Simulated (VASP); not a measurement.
Here is a VASP 6.6.1 calculation.

File INCAR:

```
SYSTEM = ScAl3
PREC = Accurate
ENCUT = 520
EDIFF = 1E-6
ISMEAR = 0
SIGMA = 0.1
LREAL = .False.
LASPH = .True.
NELM = 60
ALGO = Normal
ISIF = 2
LWAVE = .False.
LCHARG = .True.
GGA = PE
LELF = .True.
LVHAR = .True.
NBANDS = 18
```

Contents of KPOINTS:

```
Automatic mesh
0
Gamma
  6 6 6
  0 0 0
```

The input POSCAR:

```
ScAl3
1.0
   -2.0127949700      2.0127949700      4.4231958400
    2.0127949700     -2.0127949700      4.4231958400
    2.0127949700      2.0127949700     -4.4231958400
Sc Al
1 3
Direct
    0.0000000000      0.0000000000      0.0000000000
    0.7500000000      0.2500000000      0.5000000000
    0.2500000000      0.7500000000      0.5000000000
    0.5000000000      0.5000000000      0.0000000000
```

Potentials or basis: VASP PAW PBE potentials, release 64 (Sc_sv, Al).

Command:

```console
$ cat potpaw_PBE.64/Sc_sv/POTCAR potpaw_PBE.64/Al/POTCAR > POTCAR
$ mpirun -np 1 vasp_std > vasp.out
```

(1) Estimate the band gap on the k mesh.

(2) Estimate the pressure.

Results:

(1) zero (band 10 reaches 7.28 eV, above the bottom of band 11 at 5.43 eV).

(2) -0.4 GPa.

Caveat: the k points lie up to 0.37 Å⁻¹ apart.
